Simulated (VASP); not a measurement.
Cu: single point with revPBE

The system is Cu.

```xyz
1
Lattice="0.0000 1.7799 1.7799 1.7799 0.0000 1.7799 1.7799 1.7799 0.0000" Properties=species:S:1:pos:R:3 pbc="T T T"
Cu    0.0000    0.0000    0.0000
```

This cell differs from its parent crystal: volume scaled by 0.92.

```yaml
Program: VASP 6.6.1
Task: single point
Functional: revPBE
Potentials_or_basis: VASP PAW PBE potentials, release 64 (Cu)
Cutoff: 520 eV
k_mesh: 24 × 24 × 24
Occupations: fermi-dirac, width 0.1 eV
Spin: no spin polarisation
```

- Pressure: 13.9 GPa

Levels at points of the mesh, in eV from the Fermi level:
| k point | band 3 | band 4 | band 5 | band 6 | band 7 | band 8 | band 9 | band 10 |
| --- | --- | --- | --- | --- | --- | --- | --- | --- |
| (0.00, 0.00, 0.00) | -3.20 | -3.20 | -2.32 | -2.32 | 22.90 | 25.97 | 25.97 | 25.97 |
| (0.50, 0.00, 0.00) | -3.23 | -1.71 | -1.71 | -1.17 | 3.99 | 21.36 | 22.82 | 22.82 |
| (0.50, 0.50, 0.00) | -1.73 | -1.55 | -1.55 | 1.44 | 7.42 | 13.44 | 13.44 | 18.00 |

It took 20 s on 1 thread of Intel(R) Xeon(R) 6975P-C (Granite Rapids), on a shared host, peak memory 0.17 GiB.

Caveat: the PAW data sets were made with another functional, which shifts forces and pressure a little.
